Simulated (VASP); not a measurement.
The system is HfN.

```
Hf N
1.0
     2.78685    0.00000    0.00000
     0.00000    2.78685    0.00000
     0.00000    0.00000    2.78685
Hf N
1 1
Direct
  0.50000 0.50000 0.50000
  0.00000 0.00000 0.00000
```

Base run:

| Item | Value |
| --- | --- |
| Program | VASP 6.6.1 |
| Functional | BLYP |
| Potentials or basis | VASP PAW PBE potentials, release 64 (Hf_pv, N) |
| Cutoff | 520 eV |
| k mesh | 9 × 9 × 9 |
| Occupations | fermi-dirac, width 0.05 eV |
| Spin | no spin polarisation |

Its results: pressure 18.1 GPa.

Q: The run is repeated on the same cell with these changes: functional from BLYP to PBE0; k mesh from 9 × 9 × 9 to 5 × 5 × 5. What comes out?

A: Pressure -1.3 GPa.

Several settings changed at once, so the effect can't be laid on one alone.

Caveats: some runs use coarse meshes; the PAW data sets were made with another functional, which shifts forces and pressure a little.
